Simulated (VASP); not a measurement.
PtSe2:

```
Pt Se
1.0
     3.72400    0.00000    0.00000
    -1.86200    3.22508    0.00000
     0.00000    0.00000    5.06200
Pt Se
1 2
Direct
  0.00000 0.00000 0.00000
  0.33333 0.66667 0.25000
  0.66667 0.33333 0.75000
```

* Program: VASP 6.6.1
* Task: relaxation of cell and atoms
* Functional: PBEsol
* Potentials or basis: VASP PAW PBE potentials, release 64 (Pt, Se)
* Cutoff: 600 eV
* k mesh: 6 × 6 × 4
* Occupations: fermi-dirac, width 0.1 eV
* Spin: no spin polarisation

At the start: pressure 2.3 GPa; volume 20.27 Å³/atom.

**Question.** Where does the relaxation end?

**Answer.** Over 6 steps the energy falls by 7.4 meV/atom and the volume is 19.85 Å³/atom (-2.0 %); space group P-3m1 (No. 164, to 0.1 Å) before and after.

The path:
| step | energy change (eV) | largest force (eV/Å) | pressure (GPa) | volume (Å³) |
| --- | --- | --- | --- | --- |
| 1 | 0.0000 | 0.3564 | 2.27 | 60.80 |
| 2 | 0.0157 | 0.2938 | -4.14 | 63.36 |
| 3 | -0.0095 | 0.0953 | -0.34 | 61.75 |
| 4 | -0.0117 | 0.0902 | -0.33 | 61.53 |
| 5 | -0.0172 | 0.0713 | -0.25 | 60.88 |
| 6 | -0.0221 | 0.0073 | 0.07 | 59.56 |

Final structure:
```xyz
3
Lattice="3.7589 0.0000 0.0000 -1.8795 3.2553 0.0000 0.0000 0.0000 4.8679" Properties=species:S:1:pos:R:3 pbc="T T T"
Pt    0.0000    0.0000    4.8679
Se    0.0000    2.1702    1.2706
Se    1.8795    1.0851    3.5972
```

Caveat: the PAW data sets were made with another functional, which shifts forces and pressure a little.
